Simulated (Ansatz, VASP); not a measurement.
**Two plane-wave programs on Fe3Co2**

```
Fe Co
1.0
     2.50146    0.00000    0.00000
    -1.25073    2.16633    0.00000
     0.00000    0.00000   20.26794
Fe Co
6 4
Cartesian
  0.0000 1.4442 0.0000
  0.0000 1.4442 4.0536
  0.0000 1.4442 8.1072
  0.0000 1.4442 12.1608
  0.0000 1.4442 16.2143
  1.2507 0.7221 10.1340
  1.2507 0.7221 2.0268
  1.2507 0.7221 6.0804
  1.2507 0.7221 14.1876
  1.2507 0.7221 18.2411
```

Alike in both runs: task single point; functional PBE; k mesh 6 × 6 × 1; occupations gaussian, width 0.1 eV; collinear spin.

|  | VASP | Ansatz |
| --- | --- | --- |
| version | VASP 6.6.1 | Ansatz 0.2.0 |
| potentials or method | VASP PAW PBE potentials, release 64 (Fe, Co), cutoff 520 eV | scalar-relativistic, plane waves, PAW |
| valence electrons in the cell | 84 | 164 |

Ansatz gave:

```
gap on the k mesh at the Fermi level (eV)                     : none
pressure (GPa)                                                : 11.1
traceless stress, the component that is largest in VASP (GPa) : 5.62
rms of the force components (eV/Å)                            : 0.153
net moment per atom (μB)                                      : 2.18
size of the moment on the site where the two differ most (μB) : 1.73
```

**Question.** What did VASP give for the same quantities?

**Answer.** gap on the k mesh at the Fermi level (eV): none; pressure (GPa): 10.8; traceless stress, the component that is largest in VASP (GPa): 4.43; rms of the force components (eV/Å): 0.155; net moment per atom (μB): 2.18; size of the moment on the site where the two differ most (μB): 1.65.

Site moments also hang on the region over which each program counts them. Atom by atom the forces differ by 0.008 eV/Å (rms over components). A gap of «none» marks a metal or a gap that the smearing closes. VASP's potentials hold 84 valence electrons a cell and Ansatz's 164, so a difference there can come from the potentials and not from the codes.

The k mesh is coarse, so the values compare programs but aren't converged. Noted on VASP's run: too few bands were computed for a metal, which touches its energy and stress.
